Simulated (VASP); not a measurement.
Runs of VASP 6.6.1 on RbBr. The structure is that of space group Pm-3m (No. 221), or close to it. The cells are those of the table. 

| task | cell | k mesh | gap on the mesh (eV) | pressure (GPa) |
| --- | --- | --- | --- | --- |
| relaxation of cell and atoms | relaxed from a = 4.348 Å, 2 atoms | 3 × 3 × 3 | 3.94 | -0.1 |
| single point | a = 4.183, b = 4.183, c = 4.201 Å, 2 atoms | 4 × 4 × 3 | 3.94 | 0.1 |
| single point | a = 4.185 Å, 2 atoms | 3 × 3 × 3 | (a) | 0.3 |
| single point | a = 4.163, b = 4.163, c = 4.198 Å, 2 atoms | 4 × 4 × 3 | 3.98 | 0.3 |

Alike in all rows: level PBE; potentials or basis VASP PAW PBE potentials, release 64 (Rb_sv, Br); no spin polarisation; cutoff (eV) 500; smearing gaussian 0.15 eV.

Question: Estimate the missing entries.

Answer: (a) 4.02.

Caveats: all runs use coarse meshes.

A k mesh can miss the band edges, and the runs leave out spin-orbit coupling on Br, Rb.
